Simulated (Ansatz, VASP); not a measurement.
# Two plane-wave programs on SnO2

File POSCAR:

```
SnO2
1.0
    4.8250291939      0.0000000000      0.0000000000
    0.0000000000      4.8252719900      0.0000000000
    0.0000000000      0.0000000000      3.1147790951
Sn O
2 4
Direct
    0.5000000000      0.5000000000      0.5000000000
    0.0000000000      0.0000000000      0.0000000000
    0.3058623572      0.3059582262      0.0000000000
    0.8058623572      0.1940417738      0.5000000000
    0.1941376428      0.8059582262      0.5000000000
    0.6941376428      0.6940417738      0.0000000000
```

The input INCAR.step1:

```
PREC     = Accurate       # precision mode
ENCUT    = 520            # plane-wave cutoff, eV
ISMEAR   = 0              # smearing method
SIGMA    = 0.05           # smearing width, eV
LREAL    = F              # projectors in reciprocal space
LASPH    = T              # aspherical terms in the spheres
NELM     = 60             # most SCF steps
NBANDS   = 35             # bands
GGA      = PE             # functional
ALGO     = Normal         # electronic algorithm
EDIFF    = 1E-4           # SCF threshold, eV
LWAVE    = T              # write WAVECAR
LCHARG   = F              # write CHGCAR
```

Contents of INCAR.step2:

```
PREC     = Accurate       # precision mode
ENCUT    = 520            # plane-wave cutoff, eV
EDIFF    = 1E-6           # SCF threshold, eV
ISMEAR   = 0              # smearing method
SIGMA    = 0.05           # smearing width, eV
LREAL    = F              # projectors in reciprocal space
LASPH    = T              # aspherical terms in the spheres
NELM     = 60             # most SCF steps
ALGO     = Normal         # electronic algorithm
ISIF     = 2              # what is computed and relaxed
LWAVE    = F              # write WAVECAR
LCHARG   = F              # write CHGCAR
METAGGA  = R2SCAN         # meta-GGA
LMIXTAU  = T            
NBANDS   = 35             # bands
ISTART   = 1
```

KPOINTS

```
Automatic mesh
0
Gamma
  6 6 10
```

Input for Ansatz:

```yaml
crystal:
  lattice:
    - [4.8250291939, 0.0, 0.0]
    - [0.0, 4.82527199, 0.0]
    - [0.0, 0.0, 3.1147790951]
  atoms:
    - { symbol: Sn, position: [0.5, 0.5, 0.5] }
    - { symbol: Sn, position: [0.0, 0.0, 0.0] }
    - { symbol: O, position: [0.3058623572, 0.3059582262, 0.0] }
    - { symbol: O, position: [0.8058623572, 0.1940417738, 0.5] }
    - { symbol: O, position: [0.1941376428, 0.8059582262, 0.5] }
    - { symbol: O, position: [0.6941376428, 0.6940417738, 0.0] }
basis:
  ecutwfc: 500
kpoints:
  mp_grid: { grid: [6, 6, 10] }
hamiltonian:
  xc: r2scan
scf:
  occupations: { method: gaussian, width: 0.05 }
output:
  forces: true
  stress: true
  eigenvalues: true
```

Alike in both runs: task single point; functional r2SCAN; k mesh 6 × 6 × 10; occupations gaussian, width 0.05 eV; no spin polarisation.

```csv
,VASP,Ansatz
version,VASP 6.6.1,Ansatz 0.2.0
potentials or method,"VASP PAW PBE potentials, release 64 (Sn_d, O), cutoff 520 eV","scalar-relativistic, plane waves, PAW"
valence electrons in the cell,52,52
```

|  | VASP | Ansatz | Ansatz less VASP |
| --- | --- | --- | --- |
| gap on the k mesh at the Fermi level (eV) | 1.93 | 1.91 | -0.024 |
| least direct gap on the mesh (eV) | 1.93 | 1.91 | -0.024 |
| pressure (GPa) | 3.0 | 1.9 | -1.14 |
| traceless stress, the component that is largest in VASP (GPa) | 7.30 | 6.79 | -0.511 |
| rms of the force components (eV/Å) | 0.082 | 0.057 | -0.0249 |

VASP's potentials were made for PBE, not for r2SCAN. Atom by atom the forces differ by 0.025 eV/Å (rms over components). The functional is the same, so the differences come from potentials, cutoffs and numerics.
